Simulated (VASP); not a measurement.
Crystal: Ni.

```
Ni
1.0
    -1.76987   -1.76987   -3.53974
     1.76987   -1.76987    0.00000
    -1.76987   -1.76987    0.00000
Ni
2
Direct
  0.00000 0.00000 0.00000
  0.50000 0.50000 0.00000
```

Base run:

```yaml
Program: VASP 6.6.1
Functional: PBE
Potentials_or_basis: VASP PAW PBE potentials, release 64 (Ni)
Cutoff: 520 eV
k_mesh: 8 × 10 × 13
Occupations: fermi-dirac, width 0.05 eV
Spin: collinear spin, ferromagnetic start
Starting_moments: "[2.0, 2.0] μB"
```

Its results: pressure -3.3 GPa; net moment 1.31 μB per cell; site moments Ni +0.67 μB.

Task: After a change of settings the same cell gave: pressure -4.4 GPa; net moment 0.00 μB per cell; site moments Ni +0.09, -0.09 μB. Which change was it?
A. spin from collinear spin, ferromagnetic start to collinear spin, antiferromagnetic start; moments at the start from [2.0, 2.0] to [2.0, -2.0]
B. further incar settings from ALGO = Normal; EDIFF = 1e-07; NBANDS = 21; ISYM = 0 to ALGO = Normal; EDIFF = 1e-06; NBANDS = 21; ISYM = 0; moments at the start from [2.0, 2.0] to [0.77, 0.77]
C. further incar settings from ALGO = Normal; EDIFF = 1e-07; NBANDS = 21; ISYM = 0 to ALGO = Normal; EDIFF = 1e-06; NBANDS = 21; ISYM = 0

Result: A.

Caveats: the cell stands under tension.
